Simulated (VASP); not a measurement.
H23C2NO10, 36 atoms in the cell. The cell holds a disordered packing, 36 atoms: a = 7.287 Å, b = 7.287 Å, c = 7.287 Å, α = 90.00°, β = 90.00°, γ = 90.00°. 

- Program: VASP 6.6.1
- Task: single point
- Functional: PBE
- Dispersion: D3(BJ)
- Potentials or basis: VASP PAW PBE potentials, release 64 (O, H, C, N)
- Cutoff: 520 eV
- k mesh: 1 × 1 × 1
- Occupations: fermi-dirac, width 0.05 eV
- Spin: no spin polarisation
- Dipole correction: no
- Further INCAR settings: LREAL = Auto; ALGO = Normal; EDIFF = 1e-07; NBANDS = 72

Potentials or basis: VASP PAW PBE potentials, release 64 (O, H, C, N).

Launch:

```sh
$ cat potpaw_PBE.64/O/POTCAR potpaw_PBE.64/H/POTCAR potpaw_PBE.64/C/POTCAR potpaw_PBE.64/N/POTCAR > POTCAR
$ mpirun -np 1 vasp_gam > vasp.out
```

Hardware: 1 thread of Intel(R) Xeon(R) 6975P-C (Granite Rapids), with other jobs on the host.

Task: How long does it take, and how much memory?

Result: It took 36 s on 1 thread of Intel(R) Xeon(R) 6975P-C (Granite Rapids) (shared host), peak memory 0.36 GiB. Counts: scf iterations 18, k points 1.
